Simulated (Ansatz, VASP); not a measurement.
## CuMoH6 in VASP and in Ansatz

```
Cu H Mo
1.0
     4.11988    0.00000    0.00000
     0.00000    4.11988    0.00000
     0.00000    0.00000    4.11988
Cu H Mo
1 6 1
Cartesian
  2.0599 2.0599 2.0599
  3.4990 2.0599 2.0599
  0.6209 2.0599 2.0599
  2.0599 3.4990 2.0599
  2.0599 0.6209 2.0599
  2.0599 2.0599 3.4990
  2.0599 2.0599 0.6209
  0.0000 0.0000 0.0000
```

Alike in both runs: task single point; functional PBE; k mesh 4 × 4 × 4; occupations gaussian, width 0.1 eV; no spin polarisation.

|  | VASP | Ansatz |
| --- | --- | --- |
| version | VASP 6.6.1 | Ansatz 0.2.0 |
| potentials or method | VASP PAW PBE potentials, release 64 (Cu, H, Mo_sv), cutoff 520 eV | scalar-relativistic, plane waves, PAW |
| valence electrons in the cell | 31 | 39 |

|  | VASP | Ansatz | Ansatz less VASP |
| --- | --- | --- | --- |
| gap on the k mesh at the Fermi level (eV) | none | none | - |
| pressure (GPa) | 1.8 | 2.1 | +0.23 |
| rms of the force components (eV/Å) | 0.850 | 0.818 | -0.0328 |

Atom by atom the forces differ by 0.033 eV/Å (rms over components). A gap of «none» marks a metal or a gap that the smearing closes. The functional is the same, so the differences come from potentials, cutoffs and numerics. VASP's potentials hold 31 valence electrons a cell and Ansatz's 39, so a difference there can come from the potentials and not from the codes.

The k mesh is coarse, so the values compare programs but aren't converged.
